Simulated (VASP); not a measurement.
# Hf (R-3m) in VASP: further runs, part 3 of 3

VASP 6.6.1.

## Step 5: Electric field gradients, PBEsol (equal xy, yz and zx shear strains of +1 %)

Contents of INCAR:

```
PREC = Accurate ; ENCUT = 520
EDIFF = 1E-8 ; ISMEAR = -1
SIGMA = 0.08 ; LREAL = F
LASPH = T ; NELM = 100
ALGO = Normal ; ISIF = 2
LWAVE = F ; LCHARG = F
GGA = PS ; LEFG = T
NBANDS = 11
```

Contents of KPOINTS:

```
Automatic mesh
0
Gamma
  16 16 16
```

Contents of POSCAR:

```
Hf
1.0
   -1.7869500000      1.8050000000      1.8050000000
    1.8050000000     -1.7869500000      1.8050000000
    1.8050000000      1.8050000000     -1.7869500000
Hf
1
Direct
    0.0000000000      0.0000000000      0.0000000000
```

Potentials or basis: VASP PAW PBE potentials, release 64 (Hf_pv).

The run is started by

```bash
cat potpaw_PBE.64/Hf_pv/POTCAR > POTCAR
mpirun -np 1 vasp_std > vasp.out
```

OUTCAR:

```text
PREC = Accurate
   ENCUT = 520
   EDIFF = 1E-8
   ISMEAR = -1
   LREAL = F
   LASPH = T
   NELM = 100
   ISIF = 2
   GGA = PS

 ion  position               nearest neighbor table
   1  0.000  0.000  0.000-

  LATTYP: Found a trigonal (rhomboedric) cell.
 ALAT       =     3.1159653885
 COS(alpha) =    -0.3288480252

  Lattice vectors:

 A1 = (  -1.7869500000,   1.8050000000,   1.8050000000)
 A2 = (   1.8050000000,  -1.7869500000,   1.8050000000)
 A3 = (   1.8050000000,   1.8050000000,  -1.7869500000)

Analysis of symmetry for initial positions (statically):
=====================================================================
 Subroutine PRICEL returns:
 Original cell was already a primitive cell.

 Routine SETGRP: Setting up the symmetry group for a
 trigonal (rhombohedral) supercell.

 Subroutine GETGRP returns: Found 12 space group operations
 (whereof 12 operations were pure point group operations)
 out of a pool of 12 trial point group operations.

The static configuration has the point symmetry D_3d.

Analysis of symmetry for dynamics (positions and initial velocities):
=====================================================================
 Subroutine PRICEL returns:
 Original cell was already a primitive cell.

 Routine SETGRP: Setting up the symmetry group for a
 trigonal (rhombohedral) supercell.

 Subroutine GETGRP returns: Found 12 space group operations
 (whereof 12 operations were pure point group operations)
 out of a pool of 12 trial point group operations.

The dynamic configuration has the point symmetry D_3d.

[... 157 lines left out ...]
      6       5.4829      0.00000
      7       5.6924      0.00000
      8       8.2109      0.00000
      9       8.2109      0.00000
     10      17.0948      0.00000
     11      17.0948      0.00000
[... 309 lines left out ...]
 k-point    24 :      -0.0625    0.0625    0.0000
  band No.  band energies     occupation
      1     -25.9125      2.00000
      2     -25.9073      2.00000
      3     -25.8887      2.00000
      4      -2.6516      2.00000
      5       5.4325      0.00000
      6       5.6167      0.00000
      7       5.6188      0.00000
      8       8.0431      0.00000
      9       8.2063      0.00000
     10      17.1433      0.00000
     11      17.2317      0.00000

 [... further k-points ...]

------------------------ aborting loop because EDIFF is reached ----------------------------------------

  FORCE on cell =-STRESS in cart. coord.  units (eV):
  Direction    XX          YY          ZZ          XY          YZ          ZX
  --------------------------------------------------------------------------------------
  -------------------------------------------------------------------------------------
  Total       -1.3510010     -1.3510010     -1.3510010     -0.0657797     -0.0657797     -0.0657797
  in kB      -92.0252737    -92.0252737    -92.0252737     -4.4806751     -4.4806751     -4.4806751
  external PRESSURE =     -92.0252737 kB  Pullay stress =       0.0000000 kB

 VOLUME and BASIS-vectors are now :
 -----------------------------------------------------------------------------
  energy-cutoff  :      520.00
  volume of cell :       23.52
      direct lattice vectors                 reciprocal lattice vectors
    -1.786950000  1.805000000  1.805000000    -0.002756439  0.275643873  0.275643873
     1.805000000 -1.786950000  1.805000000     0.275643873 -0.002756439  0.275643873
     1.805000000  1.805000000 -1.786950000     0.275643873  0.275643873 -0.002756439

 POSITION                                       TOTAL-FORCE (eV/Angst)
 -----------------------------------------------------------------------------------
      0.00000      0.00000      0.00000         0.000000     -0.000000      0.000000
 -----------------------------------------------------------------------------------
    total drift:                                0.000000      0.000000     -0.000000

  FREE ENERGIE OF THE ION-ELECTRON SYSTEM (eV)
  ---------------------------------------------------
  free  energy   TOTEN  =       -10.2821937304 eV

  energy  without entropy=      -10.2382633444  energy(sigma->0) =      -10.26022854

 Electric field gradients (V/A^2)
---------------------------------------------------------------------
 ion       V_xx      V_yy      V_zz      V_xy      V_xz      V_yz
---------------------------------------------------------------------
   1      -0.000     0.000     0.000   -10.346   -10.346   -10.346
---------------------------------------------------------------------

 Electric field gradients after diagonalization (V/A^2)
 (convention: |V_zz| > |V_xx| > |V_yy|)
----------------------------------------------------------------------
 ion       V_xx      V_yy      V_zz     asymmetry (V_yy - V_xx)/ V_zz
----------------------------------------------------------------------
   1      10.346    10.346   -20.691       0.000
----------------------------------------------------------------------

           NMR quadrupolar parameters

 Cq : quadrupolar parameter    Cq=e*Q*V_zz/h
 eta: asymmetry parameters     (V_yy - V_xx)/ V_zz
 Q  : nuclear electric quadrupole moment in mb (millibarn)
----------------------------------------------------------------------
 ion       Cq(MHz)       eta       Q (mb)
----------------------------------------------------------------------
   1      -0.050       0.000       1.000
----------------------------------------------------------------------
```

OSZICAR:

```text
N       E                     dE             d eps       ncg     rms          rms(c)
DAV:   1     0.126359850517E+02    0.12636E+02   -0.57153E+03  9246   0.836E+02
DAV:   2    -0.102280740945E+02   -0.22864E+02   -0.22138E+02 11706   0.156E+02
DAV:   3    -0.106965122119E+02   -0.46844E+00   -0.46267E+00 11503   0.151E+01
DAV:   4    -0.106985344348E+02   -0.20222E-02   -0.20217E-02 10378   0.120E+00
DAV:   5    -0.106985470712E+02   -0.12636E-04   -0.12636E-04 11619   0.834E-02    0.443E+01
DAV:   6    -0.103841534037E+02    0.31439E+00   -0.26769E-01 10284   0.366E+00    0.253E+01
DAV:   7    -0.102863292640E+02    0.97824E-01   -0.33937E-01 10539   0.399E+00    0.110E+00
DAV:   8    -0.102821856992E+02    0.41436E-02   -0.23318E-02 10187   0.107E+00    0.900E-02
DAV:   9    -0.102821906248E+02   -0.49256E-05   -0.28955E-04 11996   0.154E-01    0.505E-02
DAV:  10    -0.102821938835E+02   -0.32586E-05   -0.15673E-05 10967   0.296E-02    0.275E-02
DAV:  11    -0.102821937914E+02    0.92041E-07   -0.23052E-06 11060   0.112E-02    0.159E-03
DAV:  12    -0.102821937605E+02    0.30930E-07   -0.42122E-08 10755   0.185E-03    0.208E-03
DAV:  13    -0.102821937330E+02    0.27505E-07   -0.17020E-09  6488   0.351E-04    0.362E-04
DAV:  14    -0.102821937304E+02    0.25780E-08   -0.20713E-10  5898   0.136E-04
   1 F= -.10282194E+02 E0= -.10260229E+02  d E =-.439304E-01
```

It took 46 s on 1 thread of Intel Xeon Platinum 8375C at 2.90GHz (Ice Lake), shared host; peak memory 0.22 GiB.

What came out:

- Free energy: -10.2822 eV
- Pressure: -9.2 GPa
- Band gap on the k mesh: zero (bands 5 and 6 overlap by 2.12 eV)
- Largest electric field gradient by atom: Hf -20.7 V/Å²

Electric field gradients, principal values (V/Å²):
| atom | least | middle | greatest (by size) |
| --- | --- | --- | --- |
| 1 Hf | 10.346 | 10.346 | -20.691 |

Caveat: the cell differs from its parent crystal (equal xy, yz and zx shear strains of +1 %); the cell stands under tension; without QUAD_EFG the Cq values of the log hold for a quadrupole moment of 1 mb, not for the nuclei; the PAW data sets were made with another functional, which shifts forces and pressure a little; spin-orbit coupling is left out, which moves the levels of the heavy elements.

## Step 6: Electric field gradients, PBEsol (equal xy, yz and zx shear strains of +2 %)

Contents of INCAR:

```
  PREC = Accurate
  ENCUT = 520
  EDIFF = 1E-8
  ISMEAR = -1
  SIGMA = 0.08
  LREAL = False
  LASPH = True
  NELM = 100
  ALGO = Normal
  ISIF = 2
  LWAVE = False
  LCHARG = False
  GGA = PS
  LEFG = True
  NBANDS = 11
```

KPOINTS is that of step 5.

Contents of POSCAR:

```
Hf
1.0
   -1.7689000000      1.8050000000      1.8050000000
    1.8050000000     -1.7689000000      1.8050000000
    1.8050000000      1.8050000000     -1.7689000000
Hf
1
Direct
    0.0000000000      0.0000000000      0.0000000000
```

Potentials or basis: VASP PAW PBE potentials, release 64 (Hf_pv).

The run is started by

```bash
cat potpaw_PBE.64/Hf_pv/POTCAR > POTCAR
mpirun -np 1 vasp_std > vasp.out
```

OUTCAR:

```text
PREC = Accurate
   ENCUT = 520
   EDIFF = 1E-8
   ISMEAR = -1
   LREAL = False
   LASPH = True
   NELM = 100
   ISIF = 2
   GGA = PS

 ion  position               nearest neighbor table
   1  0.000  0.000  0.000-

  LATTYP: Found a trigonal (rhomboedric) cell.
 ALAT       =     3.1056492413
 COS(alpha) =    -0.3242805026

  Lattice vectors:

 A1 = (  -1.7689000000,   1.8050000000,   1.8050000000)
 A2 = (   1.8050000000,  -1.7689000000,   1.8050000000)
 A3 = (   1.8050000000,   1.8050000000,  -1.7689000000)

Analysis of symmetry for initial positions (statically):
=====================================================================
 Subroutine PRICEL returns:
 Original cell was already a primitive cell.

 Routine SETGRP: Setting up the symmetry group for a
 trigonal (rhombohedral) supercell.

 Subroutine GETGRP returns: Found 12 space group operations
 (whereof 12 operations were pure point group operations)
 out of a pool of 12 trial point group operations.

The static configuration has the point symmetry D_3d.

Analysis of symmetry for dynamics (positions and initial velocities):
=====================================================================
 Subroutine PRICEL returns:
 Original cell was already a primitive cell.

 Routine SETGRP: Setting up the symmetry group for a
 trigonal (rhombohedral) supercell.

 Subroutine GETGRP returns: Found 12 space group operations
 (whereof 12 operations were pure point group operations)
 out of a pool of 12 trial point group operations.

The dynamic configuration has the point symmetry D_3d.

 Subroutine INISYM returns: Found 12 space group operations
 (whereof 12 operations are pure point group operations),
 and found     1 'primitive' translations

----------------------------------------------------------------------------------------

                                     Primitive cell

  volume of cell :      23.5159

  direct lattice vectors                    reciprocal lattice vectors
    -1.768900000  1.805000000  1.805000000    -0.005486399  0.274319974  0.274319974
     1.805000000 -1.768900000  1.805000000     0.274319974 -0.005486399  0.274319974
     1.805000000  1.805000000 -1.768900000     0.274319974  0.274319974 -0.005486399

  length of vectors
     3.105649241  3.105649241  3.105649241     0.387985821  0.387985821  0.387985821

  position of ions in fractional coordinates (direct lattice)
     0.000000000  0.000000000  0.000000000

  ion indices of the primitive-cell ions
   primitive index   ion index
                 1           1

----------------------------------------------------------------------------------------

 KPOINTS: Automatic mesh

Automatic generation of k-mesh.
 Grid dimensions read from file:
 generate k-points for:   16   16   16

 Generating k-lattice:

[... 62 lines left out ...]
   LREAL  =      F    real-space projection
   EDIFFG = 0.1E-06   stopping-criterion for IOM
   NSW    =      0    number of steps for IOM
   IBRION =     -1    ionic relax: 0-MD 1-quasi-New 2-CG
   NFREE  =      0    steps in history (QN), initial steepest desc. (CG)
   ISIF   =      2    stress and relaxation
   ISYM   =      2    0-nonsym 1-usesym 2-fastsym
   POTIM  = 0.5000    time-step for ionic-motion
   TEBEG  =    0.0;   TEEND  =   0.0 temperature during run
   PSTRESS=    0.0 pullay stress
   NELECT =      10.0000    total number of electrons
   NUPDOWN=      -1.0000    fix difference up-down
   EMIN   =  10.00;   EMAX   =-10.00  energy-range for DOS
   EFERMI =   0.00;   METHOD = LEGACY
   ISMEAR =    -1;   SIGMA  =   0.08  broadening in eV -4-tet -1-fermi 0-gaus
   EFERMI_NEDOS =   21; number of points for ismear=-14 and -15
   IALGO  =     38    algorithm
   IMIX   =      4    mixing-type and parameters
     AMIX     =   0.40;   BMIX     =  1.00
     AMIX_MAG =   1.60;   BMIX_MAG =  1.00
  volume/ion in A,a.u.               =      23.52       158.69
  Fermi-wavevector in a.u.,A,eV,Ry     =   1.231083  2.326410 20.620529  1.515566
  Thomas-Fermi vector in A             =   2.365907
   LORBIT       =      0    0 simple, 1 ext, 2 COOP (PROOUT), +10 PAW based schemes
   GGA     = PS    functional components
   LHFCALC =     F    Hartree Fock is set to
   AEXX    =    0.0000 exact exchange contribution
   IVDW    =     0    specifies the selected vdW correction
   LEPSILON=     F    determine dielectric tensor
   LRPA    =     F    only Hartree local field effects (RPA)
 non-spin polarized calculation
  energy-cutoff  :      520.00
  volume of cell :       23.52
 maximum number of plane-waves:       650
   NGX = 11   NGY = 11   NGZ = 11

 number of electron      10.0000000 magnetization

 Free energy of the ion-electron system (eV)
  ---------------------------------------------------
  ext. energy  EPLUGINS =         0.00000000
  ---------------------------------------------------
  free energy    TOTEN  =       -10.27955585 eV

  energy without entropy =      -10.23555058  energy(sigma->0) =      -10.25755321

 E-fermi :   4.0894     XC(G=0): -11.1651

 val. band max:        4.0874658025   @ k =  -0.3750   0.0625   0.0625
 cond. band min:       4.0938617030   @ k =  -0.1875  -0.4375   0.0625
 fundamental gap:      0.0063959005
 Fermi energy:         4.0894385617

 k-point     1 :       0.0000    0.0000    0.0000
  band No.  band energies     occupation
      1     -25.9124      2.00000
      2     -25.8754      2.00000
      3     -25.8754      2.00000
      4      -2.7888      2.00000
      5       5.4055      0.00000
      6       5.4055      0.00000
      7       5.8301      0.00000
      8       8.2282      0.00000
      9       8.2282      0.00000
     10      17.0228      0.00000
     11      17.0228      0.00000
[... 309 lines left out ...]
 k-point    24 :      -0.0625    0.0625    0.0000
  band No.  band energies     occupation
      1     -25.9164      2.00000
      2     -25.9048      2.00000
      3     -25.8809      2.00000
      4      -2.6487      2.00000
      5       5.3674      0.00000
      6       5.5433      0.00000
      7       5.7459      0.00000
      8       8.0468      0.00000
      9       8.2198      0.00000
     10      17.1455      0.00000
     11      17.1681      0.00000

 [... further k-points ...]
[... 5 lines left out ...]
  --------------------------------------------------------------------------------------
  -------------------------------------------------------------------------------------
  Total       -1.3450183     -1.3450183     -1.3450183     -0.1323442     -0.1323442     -0.1323442
  in kB      -91.6382117    -91.6382117    -91.6382117     -9.0168209     -9.0168209     -9.0168209
  external PRESSURE =     -91.6382117 kB  Pullay stress =       0.0000000 kB

 VOLUME and BASIS-vectors are now :
 -----------------------------------------------------------------------------
  energy-cutoff  :      520.00
  volume of cell :       23.52
      direct lattice vectors                 reciprocal lattice vectors
    -1.768900000  1.805000000  1.805000000    -0.005486399  0.274319974  0.274319974
     1.805000000 -1.768900000  1.805000000     0.274319974 -0.005486399  0.274319974
     1.805000000  1.805000000 -1.768900000     0.274319974  0.274319974 -0.005486399

 POSITION                                       TOTAL-FORCE (eV/Angst)
 -----------------------------------------------------------------------------------
      0.00000      0.00000      0.00000         0.000000      0.000000     -0.000000
 -----------------------------------------------------------------------------------
    total drift:                                0.000000      0.000000     -0.000000

  FREE ENERGIE OF THE ION-ELECTRON SYSTEM (eV)
  ---------------------------------------------------
  free  energy   TOTEN  =       -10.2795558467 eV

  energy  without entropy=      -10.2355505809  energy(sigma->0) =      -10.25755321

 Electric field gradients (V/A^2)
---------------------------------------------------------------------
 ion       V_xx      V_yy      V_zz      V_xy      V_xz      V_yz
---------------------------------------------------------------------
   1      -0.000    -0.000     0.000   -19.682   -19.682   -19.682
---------------------------------------------------------------------

 Electric field gradients after diagonalization (V/A^2)
 (convention: |V_zz| > |V_xx| > |V_yy|)
----------------------------------------------------------------------
 ion       V_xx      V_yy      V_zz     asymmetry (V_yy - V_xx)/ V_zz
----------------------------------------------------------------------
   1      19.682    19.682   -39.365       0.000
----------------------------------------------------------------------

           NMR quadrupolar parameters

 Cq : quadrupolar parameter    Cq=e*Q*V_zz/h
 eta: asymmetry parameters     (V_yy - V_xx)/ V_zz
 Q  : nuclear electric quadrupole moment in mb (millibarn)
----------------------------------------------------------------------
 ion       Cq(MHz)       eta       Q (mb)
----------------------------------------------------------------------
   1      -0.095       0.000       1.000
----------------------------------------------------------------------
```

stdout:

```text
POSCAR found type information on POSCAR Hf
 POSCAR found :  1 types and       1 ions
 scaLAPACK will be used
 -----------------------------------------------------------------------------
|                                                                             |
|                                                                             |
|     You enforced a specific xc type in the INCAR file but a different       |
|     I HOPE YOU KNOW WHAT YOU ARE DOING!                                     |
|                                                                             |
 -----------------------------------------------------------------------------

 LDA part: xc-table for (Slater+PW92), standard interpolation
 POSCAR, INCAR and KPOINTS ok, starting setup
 FFT: planning ... GRIDC
 FFT: planning ... GRID_SOFT
 FFT: planning ... GRID
 WAVECAR not read
 entering main loop
ion   1
```

Run time: 45 s. Hardware: 1 thread of Intel Xeon Platinum 8375C at 2.90GHz (Ice Lake), shared host; peak memory 0.22 GiB.

Results:

```
Free energy                             : -10.2796 eV
Pressure                                : -9.2 GPa
Band gap on the k mesh                  : zero (bands 5 and 6 overlap by 2.05 eV)
Largest electric field gradient by atom : Hf -39.4 V/Å²
```

Stress tensor (GPa, compression positive):
```
-9.16 -0.90 -0.90
-0.90 -9.16 -0.90
-0.90 -0.90 -9.16
```

Electric field gradients, principal values (V/Å²):
```csv
atom,least,middle,greatest (by size)
1 Hf,19.682,19.682,-39.365
```

Caveat: the cell differs from its parent crystal (equal xy, yz and zx shear strains of +2 %); the cell stands under tension; without QUAD_EFG the Cq values of the log hold for a quadrupole moment of 1 mb, not for the nuclei; the PAW data sets were made with another functional, which shifts forces and pressure a little; spin-orbit coupling is left out, which moves the levels of the heavy elements.

## Step 7: Summary

| cell | gap on the mesh (eV) | pressure (GPa) |
| --- | --- | --- |
| a = 3.147 Å, angles 110.0°, 1 atom | none | -9.2 |
| a = 3.137 Å, angles 109.7°, 1 atom | none | -9.2 |
| a = 3.116 Å, angles 109.2°, 1 atom | none | -9.2 |
| a = 3.106 Å, angles 108.9°, 1 atom | none | -9.2 |

Alike in all rows: task electric field gradients; level PBEsol; potentials or basis VASP PAW PBE potentials, release 64 (Hf_pv); no spin polarisation; k mesh 16 × 16 × 16; cutoff (eV) 520; smearing fermi-dirac 0.08 eV.

Caveats: the cell stands under tension; the PAW data sets were made with another functional, which shifts forces and pressure a little; spin-orbit coupling is left out, which moves the levels of the heavy elements.

Absolute energies hang on the potentials; compare differences alone.
